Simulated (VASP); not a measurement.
# NaCl (Fm-3m) in VASP: single point with PBEsol

Aim: the single point of NaCl with PBEsol.

Program: VASP 6.6.1. These are calculated values, not measurements. Logs are shortened: lines on timing, memory, paths and dates and some standing lists are left out, and cuts for length are marked.

### 1 The cell of the first run

It takes space group Fm-3m (No. 225, cubic). The conventional cell has a = 5.620 Å, b = 5.620 Å, c = 5.620 Å, α = 90.00°, β = 90.00°, γ = 90.00°. Within 3.7 Å of Na (site symmetry m-3m) lie 6 Cl at 2.81 Å. Cl (site symmetry m-3m) has 6 Na at 2.81 Å within 3.7 Å.

### 2 Single point, PBEsol

INCAR reads:

```
SYSTEM = NaCl
PREC = Accurate ; ENCUT = 500
EDIFF = 1E-6 ; ISMEAR = 0
SIGMA = 0.01 ; LREAL = .FALSE.
LASPH = .TRUE. ; NELM = 120
ALGO = Normal ; ISIF = 2
LWAVE = .FALSE. ; LCHARG = .FALSE.
GGA = PS ; NBANDS = 14
GGA_COMPAT = .FALSE.
```

KPOINTS reads:

```
regular mesh
0
G
  6 6 6
  0 0 0
```

POSCAR reads:

```
NaCl
1.0
    0.0000000000      2.8100000000      2.8100000000
    2.8100000000      0.0000000000      2.8100000000
    2.8100000000      2.8100000000      0.0000000000
Na Cl
1 1
Direct
    0.0000000000      0.0000000000      0.0000000000
    0.5000000000      0.5000000000      0.5000000000
```

Potentials or basis: VASP PAW PBE potentials, release 64 (Na_pv, Cl).

On the command line:

```sh
$ cat potpaw_PBE.64/Na_pv/POTCAR potpaw_PBE.64/Cl/POTCAR > POTCAR
$ mpirun -np 1 vasp_std > vasp.out
```

OUTCAR:

```text
SYSTEM = NaCl
   PREC = Accurate
   ENCUT = 500
   EDIFF = 1E-6
   ISMEAR = 0
   LREAL = .FALSE.
   LASPH = .TRUE.
   NELM = 120
   ISIF = 2
   GGA = PS

 ion  position               nearest neighbor table
   1  0.000  0.000  0.000-
   2  0.500  0.500  0.500-

  LATTYP: Found a face centered cubic cell.
 ALAT       =     5.6200000000

  Lattice vectors:

 A1 = (   0.0000000000,   2.8100000000,   2.8100000000)
 A2 = (   2.8100000000,   0.0000000000,   2.8100000000)
 A3 = (   2.8100000000,   2.8100000000,   0.0000000000)

Analysis of symmetry for initial positions (statically):
=====================================================================
 Subroutine PRICEL returns:
 Original cell was already a primitive cell.

 Routine SETGRP: Setting up the symmetry group for a
 face centered cubic supercell.

 Subroutine GETGRP returns: Found 48 space group operations
 (whereof 48 operations were pure point group operations)
 out of a pool of 48 trial point group operations.

The static configuration has the point symmetry O_h .

Analysis of symmetry for dynamics (positions and initial velocities):
=====================================================================
 Subroutine PRICEL returns:
 Original cell was already a primitive cell.

 Routine SETGRP: Setting up the symmetry group for a
 face centered cubic supercell.

 Subroutine GETGRP returns: Found 48 space group operations
 (whereof 48 operations were pure point group operations)
 out of a pool of 48 trial point group operations.

The dynamic configuration has the point symmetry O_h .

 Subroutine INISYM returns: Found 48 space group operations
 (whereof 48 operations are pure point group operations),
 and found     1 'primitive' translations

----------------------------------------------------------------------------------------

                                     Primitive cell

  volume of cell :      44.3761

  direct lattice vectors                    reciprocal lattice vectors
     0.000000000  2.810000000  2.810000000    -0.177935943  0.177935943  0.177935943
     2.810000000  0.000000000  2.810000000     0.177935943 -0.177935943  0.177935943
     2.810000000  2.810000000  0.000000000     0.177935943  0.177935943 -0.177935943

  length of vectors
     3.973940110  3.973940110  3.973940110     0.308194094  0.308194094  0.308194094

  position of ions in fractional coordinates (direct lattice)
     0.000000000  0.000000000  0.000000000
     0.500000000  0.500000000  0.500000000

  ion indices of the primitive-cell ions
   primitive index   ion index
                 1           1
                 2           2

----------------------------------------------------------------------------------------

 KPOINTS: regular mesh

Automatic generation of k-mesh.
 Grid dimensions read from file:
 generate k-points for:    6    6    6

 Generating k-lattice:

  Cartesian coordinates                     Fractional coordinates (reciprocal lattice)
    -0.029655991  0.029655991  0.029655991     0.166666667  0.000000000  0.000000000
     0.029655991 -0.029655991  0.029655991     0.000000000  0.166666667  0.000000000
     0.029655991  0.029655991 -0.029655991     0.000000000  0.000000000  0.166666667

  Length of vectors
     0.051365682  0.051365682  0.051365682

  Shift w.r.t. Gamma in fractional coordinates (k-lattice)
     0.000000000  0.000000000  0.000000000

 Subroutine IBZKPT returns following result:
 ===========================================

 Found     16 irreducible k-points:

 Following reciprocal coordinates:
            Coordinates               Weight
  0.000000  0.000000  0.000000      1.000000
  0.166667  0.000000  0.000000      8.000000
  0.333333  0.000000  0.000000      8.000000
  0.500000  0.000000  0.000000      4.000000
  0.166667  0.166667  0.000000      6.000000
  0.333333  0.166667  0.000000     24.000000
[... 8 lines left out ...]
 -0.333333  0.333333  0.166667     24.000000
 -0.333333  0.500000  0.166667     12.000000
   k-points           NKPTS =     16   k-points in BZ     NKDIM =     16   number of bands    NBANDS=     14
   number of dos      NEDOS =    301   number of ions     NIONS =      2
   total plane-waves  NPLWV =  27000
   dimension x,y,z NGX =    30 NGY =   30 NGZ =   30
   dimension x,y,z NGXF=    60 NGYF=   60 NGZF=   60
   ions per type =               1   1
   NGX,Y,Z   is equivalent  to a cutoff of  12.55, 12.55, 12.55 a.u.
   NGXF,Y,Z  is equivalent  to a cutoff of  25.10, 25.10, 25.10 a.u.
 SYSTEM =  NaCl
   PREC   = accura    normal or accurate (medium, high low for compatibility)
   ISTART =      0    job   : 0-new  1-cont  2-samecut
   ICHARG =      2    charge: 1-file 2-atom 10-const
   ISPIN  =      1    spin polarized calculation?
   LNONCOLLINEAR =      F non collinear calculations
   LSORBIT =      F    spin-orbit coupling
   LASPH  =      T    aspherical Exc in radial PAW
   ENCUT  =  500.0 eV  36.75 Ry    6.06 a.u.   7.25  7.25  7.25*2*pi/ulx,y,z
   NELM   =    120;   NELMIN=  2; NELMDL= -5     # of ELM steps
   EDIFF  = 0.1E-05   stopping-criterion for ELM
   LREAL  =      F    real-space projection
[... 7 lines left out ...]
   TEBEG  =    0.0;   TEEND  =   0.0 temperature during run
   PSTRESS=    0.0 pullay stress
   NELECT =      14.0000    total number of electrons
   NUPDOWN=      -1.0000    fix difference up-down
   EMIN   =  10.00;   EMAX   =-10.00  energy-range for DOS
   EFERMI =   0.00;   METHOD = LEGACY
   ISMEAR =     0;   SIGMA  =   0.01  broadening in eV -4-tet -1-fermi 0-gaus
   EFERMI_NEDOS =   21; number of points for ismear=-14 and -15
   IALGO  =     38    algorithm
   IMIX   =      4    mixing-type and parameters
     AMIX     =   0.40;   BMIX     =  1.00
     AMIX_MAG =   1.60;   BMIX_MAG =  1.00
  volume/ion in A,a.u.               =      22.19       149.73
  Fermi-wavevector in a.u.,A,eV,Ry     =   1.114469  2.106040 16.898985  1.242040
  Thomas-Fermi vector in A             =   2.251064
   LORBIT       =      0    0 simple, 1 ext, 2 COOP (PROOUT), +10 PAW based schemes
   GGA     = PS    functional components
   LHFCALC =     F    Hartree Fock is set to
   AEXX    =    0.0000 exact exchange contribution
   IVDW    =     0    specifies the selected vdW correction
   LEPSILON=     F    determine dielectric tensor
   LRPA    =     F    only Hartree local field effects (RPA)
 non-spin polarized calculation
 Gauss-broadening in eV      SIGMA  =   0.01
  energy-cutoff  :      500.00
  volume of cell :       44.38
 maximum number of plane-waves:      1158
 NGX is ok and might be reduce to    30
   NGX = 15   NGY = 15   NGZ = 15

 number of electron      14.0000000 magnetization

 Free energy of the ion-electron system (eV)
  ---------------------------------------------------
  ext. energy  EPLUGINS =         0.00000000
  ---------------------------------------------------
  free energy    TOTEN  =        -6.99805490 eV

  energy without entropy =       -6.99805490  energy(sigma->0) =       -6.99805490

 E-fermi :  -0.6777     XC(G=0):  -8.3806

 val. band max:       -0.7231174566   @ k =   0.0000   0.0000   0.0000
 cond. band min:       4.2472818293   @ k =   0.0000   0.0000   0.0000
 fundamental gap:      4.9703992859
 Fermi energy:        -0.6777255722

 k-point     1 :       0.0000    0.0000    0.0000
  band No.  band energies     occupation
      1     -21.3548      2.00000
      2     -21.3548      2.00000
      3     -21.3548      2.00000
      4     -13.3920      2.00000
      5      -0.7231      2.00000
      6      -0.7231      2.00000
      7      -0.7231      2.00000
      8       4.2473      0.00000
      9      10.2844      0.00000
     10      10.2844      0.00000
     11      10.2844      0.00000
     12      12.5191      0.00000
     13      12.5191      0.00000
     14      13.9106      0.00000

 k-point     2 :       0.1667    0.0000    0.0000
  band No.  band energies     occupation
      1     -21.3629      2.00000
      2     -21.3554      2.00000
      3     -21.3554      2.00000
      4     -13.3066      2.00000
      5      -1.3536      2.00000
      6      -0.7953      2.00000
      7      -0.7953      2.00000
      8       5.0778      0.00000
      9       9.4637      0.00000
     10      10.5745      0.00000
     11      10.5745      0.00000
     12      12.1848      0.00000
     13      12.1848      0.00000
     14      15.1043      0.00000

 k-point     3 :       0.3333    0.0000    0.0000
  band No.  band energies     occupation
      1     -21.3790      2.00000
      2     -21.3565      2.00000
      3     -21.3565      2.00000
      4     -13.1282      2.00000
      5      -2.3200      2.00000
      6      -0.9327      2.00000
      7      -0.9327      2.00000
      8       6.1783      0.00000
      9       9.2628      0.00000
     10      10.3968      0.00000
     11      10.3968      0.00000
     12      13.2754      0.00000
     13      13.2754      0.00000
     14      14.4428      0.00000
[... 188 lines left out ...]
 k-point    15 :      -0.3333    0.3333    0.1667
  band No.  band energies     occupation
      1     -21.3766      2.00000
      2     -21.3669      2.00000
      3     -21.3615      2.00000
      4     -12.9845      2.00000
      5      -2.2557      2.00000
      6      -1.7502      2.00000
      7      -1.2775      2.00000
      8       8.0418      0.00000
      9       8.3896      0.00000
     10       9.1207      0.00000
     11      11.0735      0.00000
     12      13.4418      0.00000
     13      14.8728      0.00000
     14      15.9673      0.00000

 k-point    16 :      -0.3333    0.5000    0.1667
  band No.  band energies     occupation
      1     -21.3735      2.00000
      2     -21.3669      2.00000
      3     -21.3654      2.00000
      4     -12.9720      2.00000
      5      -2.2212      2.00000
      6      -1.6736      2.00000
      7      -1.4678      2.00000
      8       7.6124      0.00000
      9       8.0041      0.00000
     10       9.6565      0.00000
     11      11.2779      0.00000
     12      14.4081      0.00000
     13      15.5162      0.00000
     14      15.5921      0.00000

------------------------ aborting loop because EDIFF is reached ----------------------------------------

  FORCE on cell =-STRESS in cart. coord.  units (eV):
  Direction    XX          YY          ZZ          XY          YZ          ZX
  --------------------------------------------------------------------------------------
  -------------------------------------------------------------------------------------
  Total       -0.0683183     -0.0683183     -0.0683183      0.0000000     -0.0000000      0.0000000
  in kB       -2.4665999     -2.4665999     -2.4665999      0.0000000     -0.0000000      0.0000000
  external PRESSURE =      -2.4665999 kB  Pullay stress =       0.0000000 kB

 VOLUME and BASIS-vectors are now :
 -----------------------------------------------------------------------------
  energy-cutoff  :      500.00
  volume of cell :       44.38
      direct lattice vectors                 reciprocal lattice vectors
     0.000000000  2.810000000  2.810000000    -0.177935943  0.177935943  0.177935943
     2.810000000  0.000000000  2.810000000     0.177935943 -0.177935943  0.177935943
     2.810000000  2.810000000  0.000000000     0.177935943  0.177935943 -0.177935943

 POSITION                                       TOTAL-FORCE (eV/Angst)
 -----------------------------------------------------------------------------------
      0.00000      0.00000      0.00000         0.000000      0.000000      0.000000
      2.81000      2.81000      2.81000        -0.000000     -0.000000     -0.000000
 -----------------------------------------------------------------------------------
    total drift:                               -0.000000      0.000000      0.000000

  FREE ENERGIE OF THE ION-ELECTRON SYSTEM (eV)
  ---------------------------------------------------
  free  energy   TOTEN  =        -6.9980549007 eV

  energy  without entropy=       -6.9980549007  energy(sigma->0) =       -6.99805490
```

Wall time 18 s (1 thread of Intel Xeon 8259CL, shared host); peak memory 0.16 GiB.

What came out:

| Item | Value |
| --- | --- |
| Free energy | -6.9981 eV |
| Pressure | -0.2 GPa |
| Band gap on the k mesh | 4.97 eV |

Caveat: the PAW data sets were made with another functional, which shifts forces and pressure a little.
